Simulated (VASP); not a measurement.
# ZnCu2SnS4 (I-4) in VASP: settings compared

ZnCu2SnS4 is run at these levels: LDA, PBEsol, PBE; tasks: single point.

Program: VASP 6.6.1. These are calculated values, not measurements. Logs are shortened: lines on timing, memory, paths and dates and some standing lists are left out, and cuts for length are marked.

## Step 1: The cell of the first run

It takes space group I-4 (No. 82, tetragonal). Conventional cell: a = 5.319 Å, b = 5.319 Å, c = 10.640 Å, α = 90.00°, β = 90.00°, γ = 90.00°. Cu (site symmetry -4) has 4 S at 2.25 Å within 3.0 Å. Within 3.0 Å of Cu (site symmetry -4) lie 4 S at 2.25 Å. Zn (site symmetry -4) has 4 S at 2.30 Å within 3.0 Å. Sn (site symmetry -4) has 4 S at 2.43 Å within 3.2 Å. S (site symmetry 1) has 2 Cu at 2.25 Å and 1 Zn at 2.30 Å and 1 Sn at 2.43 Å within 3.0 Å.

## Step 2: Single point, LDA

INCAR

```
SYSTEM = ZnCu2SnS4
PREC = Accurate
ENCUT = 520
EDIFF = 1E-6
ISMEAR = -1
SIGMA = 0.02
LREAL = .False.
LASPH = .True.
NELM = 100
ALGO = Normal
ISIF = 2
LWAVE = .False.
LCHARG = .False.
GGA = CA
NBANDS = 46
```

KPOINTS

```
regular mesh
0
Gamma
  6 6 6
  0 0 0
```

POSCAR

```
ZnCu2SnS4
1.0
   -2.6594196400      2.6594196400      5.3197750923
    2.6594196400     -2.6594196400      5.3197750923
    2.6594196400      2.6594196400     -5.3197750923
Cu Zn Sn S
2 1 1 4
Direct
    0.0000000000      0.0000000000      0.0000000000
    0.7500000000      0.2500000000      0.5000000000
    0.2500000000      0.7500000000      0.5000000000
    0.5000000000      0.5000000000      0.0000000000
    0.1000703278      0.6301340076      0.9908612229
    0.3698659924      0.3607272153      0.4699363202
    0.6392727847      0.1092091049      0.0091387771
    0.8907908951      0.8999296722      0.5300636798
```

Potentials or basis: VASP PAW LDA potentials, release 64 (Cu, Zn, Sn_d, S).

Launch:

```sh
$ cat potpaw_LDA.64/Cu/POTCAR potpaw_LDA.64/Zn/POTCAR potpaw_LDA.64/Sn_d/POTCAR potpaw_LDA.64/S/POTCAR > POTCAR
$ mpirun -np 1 vasp_std > vasp.out
```

OUTCAR:

```text
SYSTEM = ZnCu2SnS4
   PREC = Accurate
   ENCUT = 520
   EDIFF = 1E-6
   ISMEAR = -1
   LREAL = .False.
   LASPH = .True.
   NELM = 100
   ISIF = 2
   GGA = CA

 ion  position               nearest neighbor table
   1  0.000  0.000  0.000-   8 2.25   7 2.25   5 2.25   6 2.25
   2  0.750  0.250  0.500-   8 2.25   6 2.25   5 2.25   7 2.25
   3  0.250  0.750  0.500-   6 2.30   5 2.30   7 2.30   8 2.30
   4  0.500  0.500  0.000-   7 2.43   8 2.43   5 2.43   6 2.43
   5  0.100  0.630  0.991-   2 2.25   1 2.25   3 2.30   4 2.43
   6  0.370  0.361  0.470-   2 2.25   1 2.25   3 2.30   4 2.43
   7  0.639  0.109  0.009-   2 2.25   1 2.25   3 2.30   4 2.43
   8  0.891  0.900  0.530-   2 2.25   1 2.25   3 2.30   4 2.43

  LATTYP: Found a body centered tetragonal cell.
 ALAT       =     5.3188392800
 C/A-ratio  =     2.0003518859

  Lattice vectors:

 A1 = (  -2.6594196400,   2.6594196400,   5.3197750923)
 A2 = (   2.6594196400,  -2.6594196400,   5.3197750923)
 A3 = (   2.6594196400,   2.6594196400,  -5.3197750923)

Analysis of symmetry for initial positions (statically):
=====================================================================
 Subroutine PRICEL returns:
 Original cell was already a primitive cell.

 Routine SETGRP: Setting up the symmetry group for a
 body centered tetragonal supercell.

 Subroutine GETGRP returns: Found  4 space group operations
 (whereof  4 operations were pure point group operations)
 out of a pool of 16 trial point group operations.

The static configuration has the point symmetry S_4 .

Analysis of symmetry for dynamics (positions and initial velocities):
=====================================================================
 Subroutine PRICEL returns:
 Original cell was already a primitive cell.

 Routine SETGRP: Setting up the symmetry group for a
 body centered tetragonal supercell.

 Subroutine GETGRP returns: Found  4 space group operations
 (whereof  4 operations were pure point group operations)
 out of a pool of 16 trial point group operations.

The dynamic configuration has the point symmetry S_4 .

 Subroutine INISYM returns: Found  4 space group operations
 (whereof  4 operations are pure point group operations),
 and found     1 'primitive' translations

----------------------------------------------------------------------------------------

                                     Primitive cell

  volume of cell :     150.4967

  direct lattice vectors                    reciprocal lattice vectors
    -2.659419640  2.659419640  5.319775092     0.000000000  0.188010945  0.093988936
     2.659419640 -2.659419640  5.319775092     0.188010945  0.000000000  0.093988936
     2.659419640  2.659419640 -5.319775092     0.188010945  0.188010945  0.000000000

  length of vectors
     6.514985240  6.514985240  6.514985240     0.210195232  0.210195232  0.265887628

  position of ions in fractional coordinates (direct lattice)
     0.000000000  0.000000000  0.000000000
     0.750000000  0.250000000  0.500000000
     0.250000000  0.750000000  0.500000000
     0.500000000  0.500000000  0.000000000
     0.100070328  0.630134008  0.990861223
     0.369865992  0.360727215  0.469936320
     0.639272785  0.109209105  0.009138777
     0.890790895  0.899929672  0.530063680

  ion indices of the primitive-cell ions
   primitive index   ion index
                 1           1
                 2           2
                 3           3
                 4           4
                 5           5
                 6           6
                 7           7
                 8           8

----------------------------------------------------------------------------------------

 KPOINTS: regular mesh

Automatic generation of k-mesh.
 Grid dimensions read from file:
 generate k-points for:    6    6    6

 Generating k-lattice:

  Cartesian coordinates                     Fractional coordinates (reciprocal lattice)
     0.000000000  0.031335158  0.015664823     0.166666667 -0.000000000  0.000000000
     0.031335158  0.000000000  0.015664823    -0.000000000  0.166666667  0.000000000
     0.031335158  0.031335158  0.000000000     0.000000000  0.000000000  0.166666667

  Length of vectors
     0.035032539  0.035032539  0.044314605

  Shift w.r.t. Gamma in fractional coordinates (k-lattice)
     0.000000000  0.000000000  0.000000000

 Subroutine IBZKPT returns following result:
 ===========================================

 Found     36 irreducible k-points:

 Following reciprocal coordinates:
            Coordinates               Weight
  0.000000  0.000000  0.000000      1.000000
  0.166667 -0.000000  0.000000      8.000000
  0.333333  0.000000 -0.000000      8.000000
  0.500000  0.000000  0.000000      4.000000
  0.166667  0.166667  0.000000      8.000000
  0.333333  0.166667  0.000000      8.000000
[... 16 lines left out ...]
  0.333333 -0.333333  0.166667      4.000000
 -0.166667  0.333333  0.166667      8.000000
 [... further k-points ...]
   k-points           NKPTS =     36   k-points in BZ     NKDIM =     36   number of bands    NBANDS=     46
   number of dos      NEDOS =    301   number of ions     NIONS =      8
   total plane-waves  NPLWV = 110592
   dimension x,y,z NGX =    48 NGY =   48 NGZ =   48
   dimension x,y,z NGXF=    96 NGYF=   96 NGZF=   96
   ions per type =               2   1   1   4
   NGX,Y,Z   is equivalent  to a cutoff of  12.25, 12.25, 12.25 a.u.
   NGXF,Y,Z  is equivalent  to a cutoff of  24.50, 24.50, 24.50 a.u.
 SYSTEM =  ZnCu2SnS4
   PREC   = accura    normal or accurate (medium, high low for compatibility)
   ISTART =      0    job   : 0-new  1-cont  2-samecut
   ICHARG =      2    charge: 1-file 2-atom 10-const
   ISPIN  =      1    spin polarized calculation?
   LNONCOLLINEAR =      F non collinear calculations
   LSORBIT =      F    spin-orbit coupling
   LASPH  =      T    aspherical Exc in radial PAW
   ENCUT  =  520.0 eV  38.22 Ry    6.18 a.u.  12.11 12.11 12.11*2*pi/ulx,y,z
   NELM   =    100;   NELMIN=  2; NELMDL= -5     # of ELM steps
   EDIFF  = 0.1E-05   stopping-criterion for ELM
   LREAL  =      F    real-space projection
   EDIFFG = 0.1E-04   stopping-criterion for IOM
   NSW    =      0    number of steps for IOM
   IBRION =     -1    ionic relax: 0-MD 1-quasi-New 2-CG
   NFREE  =      0    steps in history (QN), initial steepest desc. (CG)
   ISIF   =      2    stress and relaxation
   ISYM   =      2    0-nonsym 1-usesym 2-fastsym
   POTIM  = 0.5000    time-step for ionic-motion
   TEBEG  =    0.0;   TEEND  =   0.0 temperature during run
   PSTRESS=    0.0 pullay stress
   NELECT =      72.0000    total number of electrons
   NUPDOWN=      -1.0000    fix difference up-down
   EMIN   =  10.00;   EMAX   =-10.00  energy-range for DOS
   EFERMI =   0.00;   METHOD = LEGACY
   ISMEAR =    -1;   SIGMA  =   0.02  broadening in eV -4-tet -1-fermi 0-gaus
   EFERMI_NEDOS =   21; number of points for ismear=-14 and -15
   IALGO  =     38    algorithm
   IMIX   =      4    mixing-type and parameters
     AMIX     =   0.40;   BMIX     =  1.00
     AMIX_MAG =   1.60;   BMIX_MAG =  1.00
  volume/ion in A,a.u.               =      18.81       126.95
  Fermi-wavevector in a.u.,A,eV,Ry     =   1.280393  2.419592 22.305480  1.639407
  Thomas-Fermi vector in A             =   2.412824
   LORBIT       =      0    0 simple, 1 ext, 2 COOP (PROOUT), +10 PAW based schemes
   GGA     = CA    functional components
   LHFCALC =     F    Hartree Fock is set to
   AEXX    =    0.0000 exact exchange contribution
   IVDW    =     0    specifies the selected vdW correction
   LEPSILON=     F    determine dielectric tensor
   LRPA    =     F    only Hartree local field effects (RPA)
 non-spin polarized calculation
  energy-cutoff  :      520.00
  volume of cell :      150.50
 maximum number of plane-waves:      4072
   NGX = 25   NGY = 25   NGZ = 25

 number of electron      72.0000016 magnetization

 Free energy of the ion-electron system (eV)
  ---------------------------------------------------
  ext. energy  EPLUGINS =         0.00000000
  ---------------------------------------------------
  free energy    TOTEN  =       -38.45447862 eV

  energy without entropy =      -38.45445381  energy(sigma->0) =      -38.45446621

 E-fermi :   5.4632     XC(G=0): -10.4632

 val. band max:        5.3699070401   @ k =   0.0000   0.0000   0.0000
 cond. band min:       5.5522633502   @ k =   0.0000   0.0000   0.0000
 fundamental gap:      0.1823563101
 Fermi energy:         5.4632295704

 k-point     1 :       0.0000    0.0000    0.0000
  band No.  band energies     occupation
      1     -16.8689      2.00000
      2     -16.8644      2.00000
      3     -16.8644      2.00000
      4     -16.7788      2.00000
      5     -16.7740      2.00000
      6      -9.4736      2.00000
[... 38 lines left out ...]
     45      10.6497      0.00000
     46      11.3233      0.00000

 k-point     2 :       0.1667   -0.0000    0.0000
  band No.  band energies     occupation
      1     -16.8691      2.00000
      2     -16.8646      2.00000
      3     -16.8644      2.00000
      4     -16.7786      2.00000
      5     -16.7739      2.00000
      6      -9.3675      2.00000
[... 38 lines left out ...]
     45      10.7736      0.00000
     46      11.1967      0.00000

 k-point     3 :       0.3333    0.0000   -0.0000
  band No.  band energies     occupation
      1     -16.8694      2.00000
      2     -16.8649      2.00000
      3     -16.8644      2.00000
      4     -16.7782      2.00000
      5     -16.7737      2.00000
      6      -9.0736      2.00000
[... 1018 lines left out ...]
     45      11.3738      0.00000
     46      11.6150      0.00000

 k-point    24 :      -0.1667    0.3333    0.1667
  band No.  band energies     occupation
      1     -16.8696      2.00000
      2     -16.8651      2.00000
      3     -16.8643      2.00000
      4     -16.7781      2.00000
      5     -16.7736      2.00000
      6      -8.7969      2.00000
[... 38 lines left out ...]
     45      11.3021      0.00000
     46      11.6637      0.00000

 [... further k-points ...]

------------------------ aborting loop because EDIFF is reached ----------------------------------------

  FORCE on cell =-STRESS in cart. coord.  units (eV):
  Direction    XX          YY          ZZ          XY          YZ          ZX
  --------------------------------------------------------------------------------------
  -------------------------------------------------------------------------------------
  Total        0.1501177      0.1501177      0.1744568     -0.0000001     -0.0000000      0.0000000
  in kB        1.5981423      1.5981423      1.8572542     -0.0000009     -0.0000000      0.0000000
  external PRESSURE =       1.6845129 kB  Pullay stress =       0.0000000 kB

 VOLUME and BASIS-vectors are now :
 -----------------------------------------------------------------------------
  energy-cutoff  :      520.00
  volume of cell :      150.50
      direct lattice vectors                 reciprocal lattice vectors
    -2.659419640  2.659419640  5.319775092     0.000000000  0.188010945  0.093988936
     2.659419640 -2.659419640  5.319775092     0.188010945  0.000000000  0.093988936
     2.659419640  2.659419640 -5.319775092     0.188010945  0.188010945  0.000000000

 POSITION                                       TOTAL-FORCE (eV/Angst)
 -----------------------------------------------------------------------------------
      0.00000      0.00000      0.00000        -0.000000     -0.000000      0.000000
     -0.00000      2.65942      2.65989         0.000000      0.000000      0.000000
      2.65942     -0.00000      2.65989         0.000000      0.000000      0.000000
      0.00000      0.00000      5.31978         0.000000     -0.000000      0.000000
      4.04478      1.22545     -1.38664        -0.018794      0.027827      0.020289
      1.22545      1.27406      1.38664         0.027827      0.018794     -0.020289
     -1.38536      1.43397      3.93314         0.018794     -0.027827      0.020289
      1.43397      1.38536      6.70641        -0.027827     -0.018794     -0.020289
 -----------------------------------------------------------------------------------
    total drift:                                0.000004      0.000003      0.000003

  FREE ENERGIE OF THE ION-ELECTRON SYSTEM (eV)
  ---------------------------------------------------
  free  energy   TOTEN  =       -38.4544786175 eV

  energy  without entropy=      -38.4544538066  energy(sigma->0) =      -38.45446621
```

Wall time 5.6 min (1 thread of Intel Xeon Platinum 8488C (Sapphire Rapids), shared host); peak memory 0.42 GiB.

Results:

```
Free energy            : -38.4545 eV
Pressure               : 0.2 GPa
Largest force          : 0.039 eV/Å
Band gap on the k mesh : 0.18 eV
```

Forces in eV/Å, atoms in the order of the input:
```
Cu   0.000  0.000  0.000
Cu   0.000  0.000  0.000
Zn   0.000  0.000  0.000
Sn   0.000  0.000  0.000
S   -0.019  0.028  0.020
S    0.028  0.019 -0.020
S    0.019 -0.028  0.020
S   -0.028 -0.019 -0.020
```

Caveat: semilocal functionals underestimate gaps, and a narrow one can read as zero; spin-orbit coupling is left out, which moves the levels of the heavy elements. A k mesh can miss the band edges.

## Step 3: Single point, PBEsol

This run uses another cell than the first one, of 19.41 Å³/atom.

INCAR

```
  ALGO = Normal
  EDIFF = 1E-6
  ENCUT = 520
  GGA = PS
  ISIF = 2
  ISMEAR = -1
  LASPH = True
  LCHARG = False
  LREAL = False
  LWAVE = False
  NBANDS = 46
  NELM = 100
  PREC = Accurate
  SIGMA = 0.02
```

KPOINTS

```
k-points
0
Gamma
  6 6 6
```

POSCAR

```
ZnCu2SnS4
1.0
   -2.6870592241      2.6870592241      5.3756639873
    2.6870592241     -2.6870592241      5.3756639873
    2.6870592241      2.6870592241     -5.3756639873
Cu Zn Sn S
2 1 1 4
Direct
    0.0000000000      0.0000000000      0.0000000000
    0.7500000000      0.2500000000      0.5000000000
    0.2500000000      0.7500000000      0.5000000000
    0.5000000000      0.5000000000      0.0000000000
    0.1015543193      0.6296245180      0.9910482188
    0.3703754820      0.3614237007      0.4719298012
    0.6385762993      0.1105061005      0.0089517812
    0.8894938995      0.8984456807      0.5280701988
```

Potentials or basis: VASP PAW PBE potentials, release 64 (Cu, Zn, Sn_d, S).

Launch:

```sh
$ cat potpaw_PBE.64/Cu/POTCAR potpaw_PBE.64/Zn/POTCAR potpaw_PBE.64/Sn_d/POTCAR potpaw_PBE.64/S/POTCAR > POTCAR
$ mpirun -np 1 vasp_std > vasp.out
```

Wall time 7.1 min (1 thread of Intel Xeon Platinum 8488C (Sapphire Rapids), shared host); peak memory 0.5 GiB.

Results (log left out):

```yaml
Free_energy: -35.8232 eV
Pressure: 0.1 GPa
Largest_force: 0.036 eV/Å
Band_gap_on_the_k_mesh: 0.13 eV
```

Forces in eV/Å, atoms in the order of the input:
```
Cu   0.000  0.000  0.000
Cu   0.000  0.000  0.000
Zn   0.000  0.000  0.000
Sn   0.000  0.000  0.000
S   -0.016  0.028  0.017
S    0.028  0.016 -0.017
S    0.016 -0.028  0.017
S   -0.028 -0.016 -0.017
```

Levels at points of the mesh, in eV from the valence-band top:
```
           k point  band 33  band 34  band 35  band 36  band 37  band 38  band 39  band 40
(0.00, 0.00, 0.00)    -1.65    -0.05    -0.05     0.00     0.13     1.79     2.67     3.61
(0.50, 0.00, 0.00)    -1.30    -1.27    -1.16    -0.58     1.57     2.99     3.24     4.01
(0.50, 0.50, 0.00)    -0.90    -0.80    -0.59    -0.45     0.52     2.26     3.04     3.96
(0.50, 0.50, 0.50)    -1.27    -1.27    -0.97    -0.97     1.18     1.83     1.83     2.17
```

Caveat: semilocal functionals underestimate gaps, and a narrow one can read as zero; the PAW data sets were made with another functional, which shifts forces and pressure a little; spin-orbit coupling is left out, which moves the levels of the heavy elements. A k mesh can miss the band edges.

## Step 4: Single point, PBE

This run uses another cell than the first one, of 19.83 Å³/atom.

INCAR

```
SYSTEM = ZnCu2SnS4
ALGO     = Normal         ! electronic algorithm
EDIFF    = 1E-7           ! SCF threshold, eV
ENCUT    = 520            ! plane-wave cutoff, eV
GGA      = PE             ! functional
ISIF     = 2              ! what is computed and relaxed
ISMEAR   = -1             ! smearing method
LASPH    = .TRUE.         ! aspherical terms in the spheres
LCHARG   = .FALSE.        ! write CHGCAR
LREAL    = .FALSE.        ! projectors in reciprocal space
LWAVE    = .FALSE.        ! write WAVECAR
NBANDS   = 46             ! bands
NELM     = 80             ! most SCF steps
PREC     = Accurate       ! precision mode
SIGMA    = 0.02           ! smearing width, eV
```

KPOINTS

```
k-points
0
G
  6 6 6
  0 0 0
```

POSCAR

```
ZnCu2SnS4
1.0
   -2.7069828945      2.7069828945      5.4112902578
    2.7069828945     -2.7069828945      5.4112902578
    2.7069828945      2.7069828945     -5.4112902578
Cu Zn Sn S
2 1 1 4
Direct
    0.0000000000      0.0000000000      0.0000000000
    0.7500000000      0.2500000000      0.5000000000
    0.2500000000      0.7500000000      0.5000000000
    0.5000000000      0.5000000000      0.0000000000
    0.1065752311      0.6286969589      0.9935355125
    0.3713030411      0.3648385536      0.4778782722
    0.6351614464      0.1130397186      0.0064644875
    0.8869602814      0.8934247689      0.5221217278
```

Launch:

```sh
$ cat potpaw_PBE.64/Cu/POTCAR potpaw_PBE.64/Zn/POTCAR potpaw_PBE.64/Sn_d/POTCAR potpaw_PBE.64/S/POTCAR > POTCAR
$ mpirun -np 1 vasp_std > vasp.out
```

Run time: 7.8 min. Hardware: 1 thread of Intel Xeon Platinum 8488C (Sapphire Rapids), shared host; peak memory 0.5 GiB.

It converged, with:

```yaml
Free_energy: -32.5579 eV
Pressure: 2.4 GPa
Largest_force: 0.137 eV/Å
Band_gap_on_the_k_mesh: 0.21 eV
```

Forces on the atoms (eV/Å):
```
Cu   0.000  0.000  0.000
Cu   0.000  0.000  0.000
Zn   0.000  0.000  0.000
Sn   0.000  0.000  0.000
S    0.049 -0.117 -0.051
S   -0.117 -0.049  0.051
S   -0.049  0.117 -0.051
S    0.117  0.049  0.051
```

Levels at points of the mesh, in eV from the valence-band top:
```
           k point  band 33  band 34  band 35  band 36  band 37  band 38  band 39  band 40
(0.00, 0.00, 0.00)    -1.49    -0.07    -0.07     0.00     0.21     1.96     2.78     3.71
(0.50, 0.00, 0.00)    -1.20    -1.14    -1.05    -0.52     1.62     3.11     3.30     4.12
(0.50, 0.50, 0.00)    -0.82    -0.72    -0.52    -0.42     0.64     2.31     3.13     4.07
(0.50, 0.50, 0.50)    -1.17    -1.13    -0.88    -0.88     1.30     2.00     2.00     2.34
```

Caveat: semilocal functionals underestimate gaps, and a narrow one can read as zero; spin-orbit coupling is left out, which moves the levels of the heavy elements. A k mesh can miss the band edges.

## Step 5: The runs side by side

```csv
level,potentials or basis,cell,gap on the mesh (eV),pressure (GPa),largest force (eV/Å)
LDA,"VASP PAW LDA potentials, release 64 (Cu, Zn, Sn_d, S)","a = 6.515 Å, angles 131.8, 131.8, 70.5°, 8 atoms, atomic positions A",0.18,0.2,0.04
PBEsol,"VASP PAW PBE potentials, release 64 (Cu, Zn, Sn_d, S)","a = 6.583 Å, angles 131.8, 131.8, 70.5°, 8 atoms, atomic positions B",0.13,0.1,0.04
PBE,"VASP PAW PBE potentials, release 64 (Cu, Zn, Sn_d, S)","a = 6.629 Å, angles 131.8, 131.8, 70.6°, 8 atoms, atomic positions C",0.21,2.4,0.14
```

Alike in all rows: task single point; no spin polarisation; k mesh 6 × 6 × 6; cutoff (eV) 520; smearing fermi-dirac 0.02 eV.

Caveats: semilocal functionals underestimate gaps, and a narrow one can read as zero; spin-orbit coupling is left out, which moves the levels of the heavy elements; the PAW data sets were made with another functional, which shifts forces and pressure a little (at least some runs).

Total energies depend on the potentials used, so only differences within one code and one set of settings carry meaning.
